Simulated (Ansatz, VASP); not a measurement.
# GaN in VASP and in Ansatz

File INCAR:

```
SYSTEM = GaN
PREC     = Accurate       ! precision mode
ENCUT    = 520            ! plane-wave cutoff, eV
EDIFF    = 1E-7           ! SCF threshold, eV
ISMEAR   = 0              ! smearing method
SIGMA    = 0.05           ! smearing width, eV
LREAL    = .FALSE.        ! projectors in reciprocal space
LASPH    = .TRUE.         ! aspherical terms in the spheres
NELM     = 100            ! most SCF steps
ALGO     = Normal         ! electronic algorithm
ISIF     = 2              ! what is computed and relaxed
LWAVE    = .FALSE.        ! write WAVECAR
LCHARG   = .FALSE.        ! write CHGCAR
GGA      = B5             ! functional
ALDAX    = 1.0          
AGGAX    = 1.0          
AGGAC    = 1.0          
ALDAC    = 0.0          
NBANDS   = 16             ! bands
```

The input KPOINTS:

```
Automatic mesh
0
G
  10 10 10
  0 0 0
```

The input POSCAR:

```
GaN
1.0
    0.0000000000      2.1336720248      2.1336720248
    2.1336720248      0.0000000000      2.1336720248
    2.1336720248      2.1336720248      0.0000000000
Ga N
1 1
Direct
    0.5000000000      0.5000000000      0.5000000000
    0.0000000000      0.0000000000      0.0000000000
```

Input for Ansatz:

```yaml
crystal:
  lattice:
    - [0.0, 2.1336720248, 2.1336720248]
    - [2.1336720248, 0.0, 2.1336720248]
    - [2.1336720248, 2.1336720248, 0.0]
  atoms:
    - { symbol: Ga, position: [0.5, 0.5, 0.5] }
    - { symbol: "N", position: [0.0, 0.0, 0.0] }
basis:
  ecutwfc: 420
  ecutrho_ratio: 4
kpoints:
  mp_grid: { grid: [10, 10, 10] }
hamiltonian:
  xc: blyp
scf:
  occupations: { method: gaussian, width: 0.05 }
output:
  forces: true
  stress: true
  eigenvalues: true
```

Alike in both runs: task single point; functional BLYP; k mesh 10 × 10 × 10; occupations gaussian, width 0.05 eV; no spin polarisation.

|  | VASP | Ansatz |
| --- | --- | --- |
| version | VASP 6.6.1 | Ansatz 0.2.0 |
| potentials or method | VASP PAW PBE potentials, release 64 (Ga_d, N), cutoff 520 eV | scalar-relativistic, plane waves, PAW |
| valence electrons in the cell | 18 | 18 |

Ansatz gave:

```
gap on the k mesh at the Fermi level (eV) : 0.33
least direct gap on the mesh (eV)         : 2.44
pressure (GPa)                            : 8.2
```

Question: What did VASP give for the same quantities?

Answer: gap on the k mesh at the Fermi level (eV): 0.35; least direct gap on the mesh (eV): 2.46; pressure (GPa): 9.4.

VASP's potentials were made for PBE, not for BLYP.
